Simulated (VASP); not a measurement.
## GaAs: relaxation of the atoms with PBE+D3(BJ)

GaAs, a slab with vacuum:

```
As Ga
1.0
     4.01370    0.00000    0.00000
     0.00000    4.01370    0.00000
     0.00000    0.00000   18.25718
As Ga
2 2
Direct
  0.00000 0.50000 0.38341
  0.50000 0.00000 0.53886
  0.50000 0.50000 0.46114
  0.00000 0.00000 0.61659
```

- Program: VASP 6.6.1
- Task: relaxation of the atoms
- Functional: PBE
- Dispersion: D3(BJ)
- Potentials or basis: VASP PAW PBE potentials, release 64 (As, Ga_d)
- Cutoff: 520 eV
- k mesh: 7 × 7 × 1
- Occupations: gaussian, width 0.05 eV
- Spin: no spin polarisation
- Dipole correction: yes
- Atoms held fixed (from 0): [0, 2]
- Further INCAR settings: ALGO = Fast; EDIFF = 1e-06; IBRION = 2; EDIFFG = -0.03; NSW = 70

| Quantity | Value |
| --- | --- |
| Energy gained by relaxing | 8.9 meV/atom |
| Ionic steps | 9 |
| Band gap on the k mesh | zero (bands 18 and 19 overlap by 0.46 eV) |
| Dispersion energy per atom | -0.206 eV |

Step by step:
| step | energy change (eV) | largest force on free atoms (eV/Å) | pressure (GPa) |
| --- | --- | --- | --- |
| 1 | 0.0000 | 0.4483 | -0.13 |
| 2 | -0.0093 | 0.3214 | -0.17 |
| 3 | -0.0225 | 0.3132 | -0.27 |
| 4 | -0.0295 | 0.2009 | -0.36 |
| 5 | -0.0345 | 0.0605 | -0.48 |
| 6 | -0.0309 | 0.2106 | -0.70 |
| 7 | -0.0354 | 0.0640 | -0.55 |
| 8 | -0.0354 | 0.0686 | -0.55 |
| 9 | -0.0357 | 0.0183 | -0.57 |

Final structure:
```
CELL_PARAMETERS angstrom
4.01370 0.00000 0.00000
0.00000 4.01370 0.00000
0.00000 0.00000 18.25718
ATOMIC_POSITIONS crystal
As 0.00000 0.50000 0.38341
As 0.50000 0.00000 0.54570
Ga 0.50000 0.50000 0.46114
Ga 0.00000 0.00000 0.62322
```

Levels at points of the mesh, in eV from the Fermi level:
```csv
k point,band 15,band 16,band 17,band 18,band 19,band 20,band 21,band 22
"(0.00, 0.00, 0.00)",-1.77,-1.50,-0.38,0.43,0.84,2.05,2.42,2.88
```

Run time: 11 min on 1 thread of Oxide Virtual Turin-like Processor (shared host), peak memory 0.39 GiB.
